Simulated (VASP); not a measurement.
# Si (a cell with a defect) in VASP: relaxation of the atoms with PBE

Aim: the relaxation of the atoms of Si (a cell with a defect) with PBE.

Program: VASP 6.6.1. These are calculated values, not measurements. Logs are shortened: lines on timing, memory, paths and dates and some standing lists are left out, and cuts for length are marked.

## (1) The cell of the first run

The cell holds a defect, 17 atoms: a = 7.679 Å, b = 7.679 Å, c = 7.679 Å, α = 60.00°, β = 60.00°, γ = 60.00°.

## (2) Relaxation of the atoms, PBE

The input, INCAR:

```
PREC     = Accurate       # precision mode
ENCUT    = 450            # plane-wave cutoff, eV
EDIFF    = 1E-7           # SCF threshold, eV
ISMEAR   = 0              # smearing method
SIGMA    = 0.05           # smearing width, eV
LREAL    = False          # projectors in reciprocal space
LASPH    = True           # aspherical terms in the spheres
NELM     = 120            # most SCF steps
ALGO     = Normal         # electronic algorithm
ISIF     = 2              # what is computed and relaxed
LWAVE    = False          # write WAVECAR
LCHARG   = False          # write CHGCAR
GGA      = PE             # functional
IBRION   = 2              # ionic algorithm
NSW      = 80             # ionic steps
EDIFFG   = -0.03          # ionic threshold
GGA_COMPAT= False        
NELMIN   = 4
```

The input, KPOINTS:

```
regular mesh
0
Gamma
  2 2 2
```

The input, POSCAR:

```
Si
1.0
    0.0000000000      5.4300000000      5.4300000000
    5.4300000000      0.0000000000      5.4300000000
    5.4300000000      5.4300000000      0.0000000000
Si
17
Direct
    0.0000000000      0.0000000000      0.0000000000
    0.1250000000      0.1250000000      0.1250000000
    0.0000000000      0.0000000000      0.5000000000
    0.1250000000      0.1250000000      0.6250000000
    0.0000000000      0.5000000000      0.0000000000
    0.1250000000      0.6250000000      0.1250000000
    0.0000000000      0.5000000000      0.5000000000
    0.1250000000      0.6250000000      0.6250000000
    0.5000000000      0.0000000000      0.0000000000
    0.6250000000      0.1250000000      0.1250000000
    0.5000000000      0.0000000000      0.5000000000
    0.6250000000      0.1250000000      0.6250000000
    0.5000000000      0.5000000000      0.0000000000
    0.6250000000      0.6250000000      0.1250000000
    0.5000000000      0.5000000000      0.5000000000
    0.6250000000      0.6250000000      0.6250000000
    0.2280213000      0.7578405000      0.7571297000
```

Potentials or basis: VASP PAW PBE potentials, release 64 (Si).

Command:

```sh
$ cat potpaw_PBE.64/Si/POTCAR > POTCAR
$ mpirun -np 1 vasp_std > vasp.out
```

OUTCAR:

```text
PREC = Accurate
   ENCUT = 450
   EDIFF = 1E-7
   ISMEAR = 0
   LREAL = False
   LASPH = True
   NELM = 120
   ISIF = 2
   GGA = PE
   IBRION = 2
   NSW = 80
   EDIFFG = -0.03
   NELMIN = 4

 ion  position               nearest neighbor table
   1  0.000  0.000  0.000-   2 2.35   4 2.35   6 2.35  10 2.35  17 2.64
   2  0.125  0.125  0.125-   1 2.35   3 2.35   5 2.35   9 2.35
   3  0.000  0.000  0.500-   2 2.35   4 2.35   8 2.35  12 2.35  17 2.64
   4  0.125  0.125  0.625-  17 2.31   3 2.35   7 2.35  11 2.35   1 2.35
   5  0.000  0.500  0.000-   2 2.35   6 2.35   8 2.35  14 2.35  17 2.64
   6  0.125  0.625  0.125-  17 2.31   5 2.35   7 2.35  13 2.35   1 2.35
   7  0.000  0.500  0.500-   4 2.35   6 2.35   8 2.35  16 2.35
   8  0.125  0.625  0.625-  17 2.31   5 2.35   7 2.35  15 2.35   3 2.35
   9  0.500  0.000  0.000-   2 2.35  10 2.35  12 2.35  14 2.35
  10  0.625  0.125  0.125-   1 2.35   9 2.35  11 2.35  13 2.35
  11  0.500  0.000  0.500-   4 2.35  10 2.35  12 2.35  16 2.35  17 2.79
  12  0.625  0.125  0.625-   3 2.35   9 2.35  11 2.35  15 2.35
  13  0.500  0.500  0.000-   6 2.35  10 2.35  14 2.35  16 2.35  17 2.80
  14  0.625  0.625  0.125-   5 2.35   9 2.35  13 2.35  15 2.35
  15  0.500  0.500  0.500-   8 2.35  12 2.35  14 2.35  16 2.35  17 2.80
  16  0.625  0.625  0.625-   7 2.35  11 2.35  13 2.35  15 2.35  17 2.49
  17  0.228  0.758  0.757-   4 2.31   6 2.31   8 2.31  16 2.49   1 2.64   3 2.64   5 2.64  11 2.79
                            13 2.80  15 2.80

  LATTYP: Found a face centered cubic cell.
 ALAT       =    10.8600000000

  Lattice vectors:

 A1 = (   0.0000000000,   5.4300000000,   5.4300000000)
 A2 = (   5.4300000000,   0.0000000000,   5.4300000000)
 A3 = (   5.4300000000,   5.4300000000,   0.0000000000)

Analysis of symmetry for initial positions (statically):
=====================================================================
 Subroutine PRICEL returns:
 Original cell was already a primitive cell.

 Routine SETGRP: Setting up the symmetry group for a
 face centered cubic supercell.

 Subroutine GETGRP returns: Found  1 space group operations
 (whereof  1 operations were pure point group operations)
 out of a pool of 48 trial point group operations.

The static configuration has the point symmetry C_1 .

Analysis of symmetry for dynamics (positions and initial velocities):
=====================================================================
 Subroutine PRICEL returns:
 Original cell was already a primitive cell.

 Routine SETGRP: Setting up the symmetry group for a
 face centered cubic supercell.

 Subroutine GETGRP returns: Found  1 space group operations
 (whereof  1 operations were pure point group operations)
 out of a pool of 48 trial point group operations.

The dynamic configuration has the point symmetry C_1 .

 Subroutine INISYM returns: Found  1 space group operations
 (whereof  1 operations are pure point group operations),
 and found     1 'primitive' translations

----------------------------------------------------------------------------------------

                                     Primitive cell

  volume of cell :     320.2060

  direct lattice vectors                    reciprocal lattice vectors
     0.000000000  5.430000000  5.430000000    -0.092081031  0.092081031  0.092081031
     5.430000000  0.000000000  5.430000000     0.092081031 -0.092081031  0.092081031
     5.430000000  5.430000000  0.000000000     0.092081031  0.092081031 -0.092081031

  length of vectors
     7.679179644  7.679179644  7.679179644     0.159489025  0.159489025  0.159489025

  position of ions in fractional coordinates (direct lattice)
     0.000000000  0.000000000  0.000000000
     0.125000000  0.125000000  0.125000000
     0.000000000  0.000000000  0.500000000
     0.125000000  0.125000000  0.625000000
     0.000000000  0.500000000  0.000000000
     0.125000000  0.625000000  0.125000000
[... 9 lines left out ...]
     0.625000000  0.625000000  0.625000000
     0.228021300  0.757840500  0.757129700

  ion indices of the primitive-cell ions
   primitive index   ion index
                 1           1
                 2           2
                 3           3
                 4           4
                 5           5
                 6           6
[... 9 lines left out ...]
                16          16
                17          17

----------------------------------------------------------------------------------------

 KPOINTS: regular mesh

Automatic generation of k-mesh.
 Grid dimensions read from file:
 generate k-points for:    2    2    2

 Generating k-lattice:

  Cartesian coordinates                     Fractional coordinates (reciprocal lattice)
    -0.046040516  0.046040516  0.046040516     0.500000000  0.000000000  0.000000000
     0.046040516 -0.046040516  0.046040516     0.000000000  0.500000000  0.000000000
     0.046040516  0.046040516 -0.046040516     0.000000000  0.000000000  0.500000000

  Length of vectors
     0.079744512  0.079744512  0.079744512

  Shift w.r.t. Gamma in fractional coordinates (k-lattice)
     0.000000000  0.000000000  0.000000000

 Subroutine IBZKPT returns following result:
 ===========================================

 Found      8 irreducible k-points:

 Following reciprocal coordinates:
            Coordinates               Weight
  0.000000  0.000000  0.000000      1.000000
  0.500000  0.000000  0.000000      1.000000
  0.000000  0.500000  0.000000      1.000000
  0.000000  0.000000  0.500000      1.000000
  0.500000  0.500000  0.500000      1.000000
  0.500000  0.500000  0.000000      1.000000
  0.000000  0.500000  0.500000      1.000000
  0.500000  0.000000  0.500000      1.000000
   k-points           NKPTS =      8   k-points in BZ     NKDIM =      8   number of bands    NBANDS=     43
   number of dos      NEDOS =    301   number of ions     NIONS =     17
   total plane-waves  NPLWV = 157464
   dimension x,y,z NGX =    54 NGY =   54 NGZ =   54
   dimension x,y,z NGXF=   108 NGYF=  108 NGZF=  108
   ions per type =              17
   NGX,Y,Z   is equivalent  to a cutoff of  11.69, 11.69, 11.69 a.u.
   NGXF,Y,Z  is equivalent  to a cutoff of  23.38, 23.38, 23.38 a.u.
 SYSTEM =  unknown system
   PREC   = accura    normal or accurate (medium, high low for compatibility)
   ISTART =      0    job   : 0-new  1-cont  2-samecut
   ICHARG =      2    charge: 1-file 2-atom 10-const
   ISPIN  =      1    spin polarized calculation?
   LNONCOLLINEAR =      F non collinear calculations
   LSORBIT =      F    spin-orbit coupling
   LASPH  =      T    aspherical Exc in radial PAW
   ENCUT  =  450.0 eV  33.07 Ry    5.75 a.u.  13.28 13.28 13.28*2*pi/ulx,y,z
   NELM   =    120;   NELMIN=  4; NELMDL= -5     # of ELM steps
   EDIFF  = 0.1E-06   stopping-criterion for ELM
   LREAL  =      F    real-space projection
   EDIFFG = -.3E-01   stopping-criterion for IOM
   NSW    =     80    number of steps for IOM
   IBRION =      2    ionic relax: 0-MD 1-quasi-New 2-CG
   NFREE  =      1    steps in history (QN), initial steepest desc. (CG)
   ISIF   =      2    stress and relaxation
   ISYM   =      2    0-nonsym 1-usesym 2-fastsym
   POTIM  = 0.5000    time-step for ionic-motion
   TEBEG  =    0.0;   TEEND  =   0.0 temperature during run
   PSTRESS=    0.0 pullay stress
   NELECT =      68.0000    total number of electrons
   NUPDOWN=      -1.0000    fix difference up-down
   EMIN   =  10.00;   EMAX   =-10.00  energy-range for DOS
   EFERMI =   0.00;   METHOD = LEGACY
   ISMEAR =     0;   SIGMA  =   0.05  broadening in eV -4-tet -1-fermi 0-gaus
   EFERMI_NEDOS =   21; number of points for ismear=-14 and -15
   IALGO  =     38    algorithm
   IMIX   =      4    mixing-type and parameters
     AMIX     =   0.40;   BMIX     =  1.00
     AMIX_MAG =   1.60;   BMIX_MAG =  1.00
  volume/ion in A,a.u.               =      18.84       127.11
  Fermi-wavevector in a.u.,A,eV,Ry     =   0.976715  1.845724 12.979587  0.953973
  Thomas-Fermi vector in A             =   2.107356
   LORBIT       =      0    0 simple, 1 ext, 2 COOP (PROOUT), +10 PAW based schemes
   GGA     = PE    functional components
   LHFCALC =     F    Hartree Fock is set to
   AEXX    =    0.0000 exact exchange contribution
   IVDW    =     0    specifies the selected vdW correction
   LEPSILON=     F    determine dielectric tensor
   LRPA    =     F    only Hartree local field effects (RPA)
 conjugate gradient relaxation of ions
 non-spin polarized calculation
 Gauss-broadening in eV      SIGMA  =   0.05
  energy-cutoff  :      450.00
  volume of cell :      320.21
 maximum number of plane-waves:      6958
 NGX is ok and might be reduce to    54
   NGX = 27   NGY = 27   NGZ = 27

--------------------------------------- Ionic step        1  -------------------------------------------

 number of electron      68.0000003 magnetization

 Free energy of the ion-electron system (eV)
  ---------------------------------------------------
  ext. energy  EPLUGINS =         0.00000000
  ---------------------------------------------------
  free energy    TOTEN  =       -87.79195184 eV

  energy without entropy =      -87.78228681  energy(sigma->0) =      -87.78711932

------------------------ aborting loop because EDIFF is reached ----------------------------------------

  FORCE on cell =-STRESS in cart. coord.  units (eV):
  Direction    XX          YY          ZZ          XY          YZ          ZX
  --------------------------------------------------------------------------------------
  -------------------------------------------------------------------------------------
  Total       11.8160136     11.8149415     11.8088324      0.8904152     -0.9531988      0.9441075
  in kB       59.1224035     59.1170392     59.0864717      4.4552662     -4.7694091      4.7239203
  external PRESSURE =      59.1086381 kB  Pullay stress =       0.0000000 kB
[... 393 lines left out ...]
  energy  without entropy=      -87.9778873277  energy(sigma->0) =      -87.98286171

--------------------------------------- Ionic step        9  -------------------------------------------

 number of electron      68.0000001 magnetization

 Free energy of the ion-electron system (eV)
  ---------------------------------------------------
  ext. energy  EPLUGINS =         0.00000000
  ---------------------------------------------------
  free energy    TOTEN  =       -87.98805556 eV

  energy without entropy =      -87.97809513  energy(sigma->0) =      -87.98307534

 E-fermi :   6.9101     XC(G=0):  -9.6744

 val. band max:        6.6854597581   @ k =   0.0000   0.0000   0.0000
 cond. band min:       6.9258008717   @ k =   0.5000   0.5000   0.0000
 fundamental gap:      0.2403411136
 Fermi energy:         6.9100807831

 k-point     1 :       0.0000    0.0000    0.0000
  band No.  band energies     occupation
      1      -6.3189      2.00000
      2      -3.7752      2.00000
      3      -3.6308      2.00000
      4      -3.6305      2.00000
      5      -3.6207      2.00000
      6      -2.8065      2.00000
[... 401 lines left out ...]
  FREE ENERGIE OF THE ION-ELECTRON SYSTEM (eV)
  ---------------------------------------------------
  free  energy   TOTEN  =       -87.9880555568 eV

  energy  without entropy=      -87.9780951278  energy(sigma->0) =      -87.98307534

 reached required accuracy - stopping structural energy minimisation
```

Run time: 11 min. Hardware: 1 thread of Intel Xeon Platinum 8375C at 2.90GHz (Ice Lake), shared host; peak memory 0.41 GiB.

What came out:

```
Free energy                  : -87.9881 eV
Energy gained by relaxing    : 11.5 meV/atom
Ionic steps                  : 9
Pressure after relaxing      : 5.3 GPa
Largest force after relaxing : 0.028 eV/Å
Band gap on the k mesh       : zero (bands 34 and 35 overlap by 0.24 eV)
```

Forces in eV/Å, atoms in the order of the input:
```
Si   0.008 -0.003 -0.003
Si  -0.010  0.011  0.011
Si   0.003 -0.008 -0.004
Si   0.000  0.000 -0.004
Si   0.003 -0.004 -0.008
Si  -0.001 -0.004  0.001
Si  -0.008  0.008  0.006
Si   0.004  0.001  0.001
Si   0.012 -0.012 -0.011
Si   0.016 -0.001 -0.001
Si  -0.007  0.007 -0.014
Si   0.001 -0.016 -0.001
Si  -0.006 -0.014  0.007
Si   0.000  0.000 -0.016
Si   0.015  0.006  0.007
Si  -0.013  0.013  0.014
Si  -0.017  0.016  0.015
```

Step by step:
| step | energy change (eV) | largest force (eV/Å) | pressure (GPa) |
| --- | --- | --- | --- |
| 1 | 0.0000 | 1.1830 | 5.91 |
| 2 | -0.1789 | 0.3165 | 5.35 |
| 3 | -0.1795 | 0.3186 | 5.33 |
| 4 | -0.1900 | 0.1978 | 5.33 |
| 5 | -0.1916 | 0.1683 | 5.33 |
| 6 | -0.1947 | 0.0507 | 5.34 |
| 7 | -0.1949 | 0.0905 | 5.35 |
| 8 | -0.1959 | 0.0523 | 5.35 |
| 9 | -0.1961 | 0.0276 | 5.34 |

Final structure:
```
Si
1.0
     0.00000    5.43000    5.43000
     5.43000    0.00000    5.43000
     5.43000    5.43000    0.00000
Si
17
Cartesian
  0.0334 5.4300 5.4303
  1.3519 1.3631 1.3631
  2.7151 8.1116 5.4303
  4.1034 4.0416 1.3843
  2.7149 5.4302 8.1116
  4.1030 1.3837 4.0421
  5.4488 8.1263 8.1272
  6.7614 4.0421 4.0422
  10.8585 8.1465 8.1464
  1.3526 4.0676 4.0676
  2.7217 5.4233 2.7472
  4.0774 6.7924 4.0676
  2.7215 2.7471 5.4235
  4.0774 4.0676 6.7924
  5.3979 5.4235 5.4235
  6.7823 6.7928 6.7929
  8.1651 5.4101 5.4110
```

Levels at points of the mesh, in eV from the Fermi level:
| k point | band 31 | band 32 | band 33 | band 34 | band 35 | band 36 | band 37 | band 38 |
| --- | --- | --- | --- | --- | --- | --- | --- | --- |
| (0.00, 0.00, 0.00) | -0.82 | -0.82 | -0.82 | -0.26 | -0.23 | -0.22 | 0.09 | 0.09 |
| (0.50, 0.00, 0.00) | -1.58 | -1.43 | -1.43 | -0.35 | 0.53 | 0.53 | 0.91 | 0.91 |
| (0.00, 0.50, 0.00) | -1.55 | -1.44 | -1.43 | -0.34 | 0.52 | 0.56 | 0.89 | 0.90 |
| (0.00, 0.00, 0.50) | -1.55 | -1.44 | -1.42 | -0.34 | 0.52 | 0.56 | 0.89 | 0.90 |
| (0.50, 0.50, 0.50) | -1.55 | -1.44 | -1.42 | -0.34 | 0.52 | 0.56 | 0.89 | 0.90 |
| (0.50, 0.50, 0.00) | -2.02 | -1.89 | -0.99 | 0.02 | 0.71 | 1.02 | 1.03 | 1.15 |
| (0.00, 0.50, 0.50) | -2.02 | -1.89 | -0.99 | 0.02 | 0.71 | 1.02 | 1.03 | 1.15 |
| (0.50, 0.00, 0.50) | -2.02 | -1.89 | -0.99 | 0.02 | 0.71 | 1.02 | 1.03 | 1.15 |

Caveat: the k points lie up to 0.50 Å⁻¹ apart.
